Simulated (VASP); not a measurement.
# Cd: density of states with PBE

Cd:

```
Cd
1.0
     3.04328    0.00000    0.00000
    -1.52164    2.63556    0.00000
     0.00000    0.00000    5.65657
Cd
2
Cartesian
  0.0000 1.7570 4.2424
  1.5216 0.8785 1.4141
```

```yaml
Program: VASP 6.6.1
Task: density of states
Functional: PBE
Potentials_or_basis: VASP PAW PBE potentials, release 64 (Cd)
Cutoff: 520 eV
k_mesh: 16 × 16 × 8
Occupations: gaussian, width 0.05 eV
Spin: no spin polarisation
Dipole_correction: no
k_mesh_for_the_DOS: 24 × 24 × 12
Occupations_for_the_DOS: tetrahedron
Further_INCAR_settings: ALGO = Normal; EDIFF = 1e-06; NBANDS = 19
```

```
Valence electrons inside the program's atomic spheres : Cd 10.29
```

Levels at points of the mesh, in eV from the Fermi level:
```csv
k point,band 10,band 11,band 12,band 13,band 14,band 15
"(0.00, 0.00, 0.00)",-8.47,-8.47,-2.94,-2.80,10.61,14.07
"(0.50, 0.00, 0.00)",-8.23,-2.28,-1.93,1.94,2.94,2.96
"(0.00, 0.00, 0.50)",-8.58,-7.12,-7.12,3.78,3.78,14.40
"(0.50, 0.00, 0.50)",-8.24,-1.45,-1.45,-0.11,-0.11,7.97
```

It took 2.6 min on 1 thread of Intel Xeon 6975P-C, on a shared host, peak memory 0.4 GiB.
